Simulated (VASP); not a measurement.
# HfN (Fm-3m) in VASP: notebook

Runs on HfN. Level: LDA. Tasks: single point, relaxation of cell and atoms.

All numbers are computed with VASP 6.6.1; they aren't measurements. Logs are shortened: lines on timing, memory, paths and dates and some standing lists are left out, and cuts for length are marked.

### Step 1. The cell of the first run

Symmetry: Fm-3m, No. 225, cubic system. The conventional cell has a = 4.468 Å, b = 4.468 Å, c = 4.468 Å, α = 90.00°, β = 90.00°, γ = 90.00°. Within 3.0 Å of Hf (site symmetry m-3m) lie 6 N at 2.23 Å. Within 3.0 Å of N (site symmetry m-3m) lie 6 Hf at 2.23 Å.

### Step 2. Single point, LDA

INCAR reads:

```
PREC = Accurate
ENCUT = 520
EDIFF = 1E-7
ISMEAR = 0
SIGMA = 0.1
LREAL = F
LASPH = T
NELM = 60
ALGO = Normal
ISIF = 2
LWAVE = F
LCHARG = F
GGA = CA
NBANDS = 14
```

KPOINTS reads:

```
Automatic mesh
0
Gamma
  16 16 16
```

POSCAR reads:

```
HfN
1.0
    0.0000000000      2.2340263145      2.2340263145
    2.2340263145      0.0000000000      2.2340263145
    2.2340263145      2.2340263145      0.0000000000
Hf N
1 1
Direct
    0.0000000000      0.0000000000      0.0000000000
    0.5000000000      0.5000000000      0.5000000000
```

Potentials or basis: VASP PAW LDA potentials, release 64 (Hf_pv, N).

Started as:

```bash
> cat potpaw_LDA.64/Hf_pv/POTCAR potpaw_LDA.64/N/POTCAR > POTCAR
> mpirun -np 1 vasp_std > vasp.out
```

OUTCAR:

```text
PREC = Accurate
   ENCUT = 520
   EDIFF = 1E-7
   ISMEAR = 0
   LREAL = F
   LASPH = T
   NELM = 60
   ISIF = 2
   GGA = CA

 ion  position               nearest neighbor table
   1  0.000  0.000  0.000-   2 2.23   2 2.23   2 2.23   2 2.23   2 2.23   2 2.23
   2  0.500  0.500  0.500-   1 2.23   1 2.23   1 2.23   1 2.23   1 2.23   1 2.23

  LATTYP: Found a face centered cubic cell.
 ALAT       =     4.4680526290

  Lattice vectors:

 A1 = (   0.0000000000,   2.2340263145,   2.2340263145)
 A2 = (   2.2340263145,   0.0000000000,   2.2340263145)
 A3 = (   2.2340263145,   2.2340263145,   0.0000000000)

Analysis of symmetry for initial positions (statically):
=====================================================================
 Subroutine PRICEL returns:
 Original cell was already a primitive cell.

 Routine SETGRP: Setting up the symmetry group for a
 face centered cubic supercell.

 Subroutine GETGRP returns: Found 48 space group operations
 (whereof 48 operations were pure point group operations)
 out of a pool of 48 trial point group operations.

The static configuration has the point symmetry O_h .

Analysis of symmetry for dynamics (positions and initial velocities):
=====================================================================
 Subroutine PRICEL returns:
 Original cell was already a primitive cell.

 Routine SETGRP: Setting up the symmetry group for a
 face centered cubic supercell.

 Subroutine GETGRP returns: Found 48 space group operations
 (whereof 48 operations were pure point group operations)
 out of a pool of 48 trial point group operations.

The dynamic configuration has the point symmetry O_h .

 Subroutine INISYM returns: Found 48 space group operations
 (whereof 48 operations are pure point group operations),
 and found     1 'primitive' translations

----------------------------------------------------------------------------------------

                                     Primitive cell

  volume of cell :      22.2995

  direct lattice vectors                    reciprocal lattice vectors
     0.000000000  2.234026314  2.234026314    -0.223811151  0.223811151  0.223811151
     2.234026314  0.000000000  2.234026314     0.223811151 -0.223811151  0.223811151
     2.234026314  2.234026314  0.000000000     0.223811151  0.223811151 -0.223811151

  length of vectors
     3.159390313  3.159390313  3.159390313     0.387652284  0.387652284  0.387652284

  position of ions in fractional coordinates (direct lattice)
     0.000000000  0.000000000  0.000000000
     0.500000000  0.500000000  0.500000000

  ion indices of the primitive-cell ions
   primitive index   ion index
[... 87 lines left out ...]
   EMIN   =  10.00;   EMAX   =-10.00  energy-range for DOS
   EFERMI =   0.00;   METHOD = LEGACY
   ISMEAR =     0;   SIGMA  =   0.10  broadening in eV -4-tet -1-fermi 0-gaus
   EFERMI_NEDOS =   21; number of points for ismear=-14 and -15
   IALGO  =     38    algorithm
   IMIX   =      4    mixing-type and parameters
     AMIX     =   0.40;   BMIX     =  1.00
     AMIX_MAG =   1.60;   BMIX_MAG =  1.00
  volume/ion in A,a.u.               =      11.15        75.24
  Fermi-wavevector in a.u.,A,eV,Ry     =   1.434411  2.710644 27.994466  2.057535
  Thomas-Fermi vector in A             =   2.553823
   LORBIT       =      0    0 simple, 1 ext, 2 COOP (PROOUT), +10 PAW based schemes
   GGA     = CA    functional components
   LHFCALC =     F    Hartree Fock is set to
   AEXX    =    0.0000 exact exchange contribution
   IVDW    =     0    specifies the selected vdW correction
   LEPSILON=     F    determine dielectric tensor
   LRPA    =     F    only Hartree local field effects (RPA)
 non-spin polarized calculation
 Gauss-broadening in eV      SIGMA  =   0.10
  energy-cutoff  :      520.00
  volume of cell :       22.30
 maximum number of plane-waves:       620
   NGX = 11   NGY = 11   NGZ = 11

 number of electron      14.9999999 magnetization

 Free energy of the ion-electron system (eV)
  ---------------------------------------------------
  ext. energy  EPLUGINS =         0.00000000
  ---------------------------------------------------
  free energy    TOTEN  =       -23.87221999 eV

  energy without entropy =      -23.86915527  energy(sigma->0) =      -23.87068763

 E-fermi :   8.4935     XC(G=0): -13.1525

 val. band max:        8.4921791073   @ k =  -0.1250   0.0625   0.0000
 cond. band min:       8.5050325766   @ k =   0.3750   0.1250   0.0000
 fundamental gap:      0.0128534692
 Fermi energy:         8.4935437713

 k-point     1 :       0.0000    0.0000    0.0000
  band No.  band energies     occupation
      1     -22.3067      2.00000
      2     -22.3067      2.00000
      3     -22.3067      2.00000
      4      -8.9277      2.00000
      5       5.5138      2.00000
      6       5.5138      2.00000
      7       5.5138      2.00000
      8       8.0890      2.00000
      9       8.0890      2.00000
     10       8.0890      2.00000
     11      10.4895      0.00000
     12      10.4895      0.00000
     13      10.8183      0.00000
     14      18.2290      0.00000
[... 377 lines left out ...]
      1     -22.4191      2.00000
      2     -22.3345      2.00000
      3     -22.3085      2.00000
      4      -8.6678      2.00000
      5       4.4751      2.00000
      6       4.7991      2.00000
      7       5.1378      2.00000
      8       8.2696      1.99846
      9       8.2801      1.99746
     10       8.7423      0.00043
     11      10.7437      0.00000
     12      11.5929      0.00000
     13      11.7008      0.00000
     14      19.0547      0.00000

 [... further k-points ...]

------------------------ aborting loop because EDIFF is reached ----------------------------------------

  FORCE on cell =-STRESS in cart. coord.  units (eV):
  Direction    XX          YY          ZZ          XY          YZ          ZX
  --------------------------------------------------------------------------------------
  -------------------------------------------------------------------------------------
  Total       -0.1703693     -0.1703693     -0.1703693      0.0000000      0.0000000     -0.0000000
  in kB      -12.2407223    -12.2407223    -12.2407223      0.0000000      0.0000000     -0.0000000
  external PRESSURE =     -12.2407223 kB  Pullay stress =       0.0000000 kB

 VOLUME and BASIS-vectors are now :
 -----------------------------------------------------------------------------
  energy-cutoff  :      520.00
  volume of cell :       22.30
      direct lattice vectors                 reciprocal lattice vectors
     0.000000000  2.234026314  2.234026314    -0.223811151  0.223811151  0.223811151
     2.234026314  0.000000000  2.234026314     0.223811151 -0.223811151  0.223811151
     2.234026314  2.234026314  0.000000000     0.223811151  0.223811151 -0.223811151

 POSITION                                       TOTAL-FORCE (eV/Angst)
 -----------------------------------------------------------------------------------
      0.00000      0.00000      0.00000         0.000000      0.000000      0.000000
      2.23403      2.23403      2.23403         0.000000      0.000000      0.000000
 -----------------------------------------------------------------------------------
    total drift:                                0.000000     -0.000000     -0.000000

  FREE ENERGIE OF THE ION-ELECTRON SYSTEM (eV)
  ---------------------------------------------------
  free  energy   TOTEN  =       -23.8722199895 eV

  energy  without entropy=      -23.8691552654  energy(sigma->0) =      -23.87068763
```

stdout:

```text
POSCAR found type information on POSCAR HfN
 POSCAR found :  2 types and       2 ions
 scaLAPACK will be used
 LDA part: xc-table for (Slater(with rela. corr.)+CA(PZ))
 , standard interpolation
 POSCAR, INCAR and KPOINTS ok, starting setup
 FFT: planning ... GRIDC
 FFT: planning ... GRID_SOFT
 FFT: planning ... GRID
 WAVECAR not read
 entering main loop
```

Wall time 33 s (1 thread of Intel Xeon 8259CL, shared host); peak memory 0.17 GiB.

What came out:

```yaml
Free_energy: -23.8722 eV
Pressure: -1.2 GPa
```

Caveat: spin-orbit coupling is left out, which moves the levels of the heavy elements.

### Step 3. Relaxation of cell and atoms, LDA

This run uses another cell than the first one, of 11.76 Å³/atom, 1.055 times its volume.

INCAR reads:

```
ALGO     = Normal         # electronic algorithm
EDIFF    = 1E-7           # SCF threshold, eV
EDIFFG   = -0.005         # ionic threshold
ENCUT    = 600            # plane-wave cutoff, eV
IBRION   = 2              # ionic algorithm
ISIF     = 3              # what is computed and relaxed
ISMEAR   = 0              # smearing method
LASPH    = True           # aspherical terms in the spheres
LCHARG   = False          # write CHGCAR
LREAL    = False          # projectors in reciprocal space
LWAVE    = False          # write WAVECAR
NELM     = 60             # most SCF steps
NSW      = 70             # ionic steps
PREC     = Accurate       # precision mode
SIGMA    = 0.1            # smearing width, eV
```

KPOINTS reads:

```
k-points
0
Gamma
  16 16 16
```

POSCAR reads:

```
HfN
1.0
    0.0000000000      2.2738954841      2.2738954841
    2.2738954841      0.0000000000      2.2738954841
    2.2738954841      2.2738954841      0.0000000000
Hf N
1 1
Direct
    0.0000000000      0.0000000000      0.0000000000
    0.5000000000      0.5000000000      0.5000000000
```

Potentials or basis: VASP PAW LDA potentials, release 64 (Hf_pv, N).

Started as:

```bash
> cat potpaw_LDA.64/Hf_pv/POTCAR potpaw_LDA.64/N/POTCAR > POTCAR
> mpirun -np 1 vasp_std > vasp.out
```

Wall time 4.6 min (1 thread of Intel Xeon 8259CL, shared host); peak memory 0.2 GiB.

It converged, with:

```yaml
Free_energy: -23.8745 eV
Relaxed_volume: 11.10 Å³/atom
Relaxed_cell: a = 3.155 Å, b = 3.155 Å, c = 3.155 Å, α = 60.00°, β = 60.00°, γ = 60.00°
Space_group_after_relaxing_to_0.05_Å: Fm-3m (No. 225)
Energy_gained_by_relaxing: 33.6 meV/atom
Ionic_steps: 7
Pressure_after_relaxing: 0.0 GPa
```

The path:
| step | energy change (eV) | largest force (eV/Å) | pressure (GPa) | volume (Å³) |
| --- | --- | --- | --- | --- |
| 1 | 0.0000 | 0.0000 | -15.61 | 23.51 |
| 2 | 0.2320 | 0.0000 | 44.60 | 19.83 |
| 3 | -0.0671 | 0.0000 | -0.67 | 22.25 |
| 4 | -0.0672 | 0.0000 | -0.08 | 22.21 |
| 5 | -0.0672 | 0.0000 | 0.27 | 22.18 |
| 6 | -0.0671 | 0.0000 | -0.45 | 22.24 |
| 7 | -0.0672 | 0.0000 | 0.00 | 22.20 |

Final structure:
```
Hf N
1.0
     0.00000    2.23084    2.23084
     2.23084    0.00000    2.23084
     2.23084    2.23084    0.00000
Hf N
1 1
Cartesian
  0.0000 0.0000 0.0000
  2.2308 2.2308 2.2308
```

Levels at points of the mesh, in eV from the Fermi level:
```csv
k point,band 4,band 5,band 6,band 7,band 8,band 9,band 10,band 11
"(0.00, 0.00, 0.00)",-17.45,-2.98,-2.98,-2.98,-0.41,-0.41,-0.41,2.01
"(0.50, 0.00, 0.00)",-14.41,-9.05,-6.34,-6.34,3.46,3.87,3.87,4.77
"(0.50, 0.50, 0.00)",-16.33,-5.27,-3.99,-3.61,-3.61,4.26,5.79,5.79
```

Caveat: spin-orbit coupling is left out, which moves the levels of the heavy elements. Zero-point motion and thermal expansion aren't in these numbers.
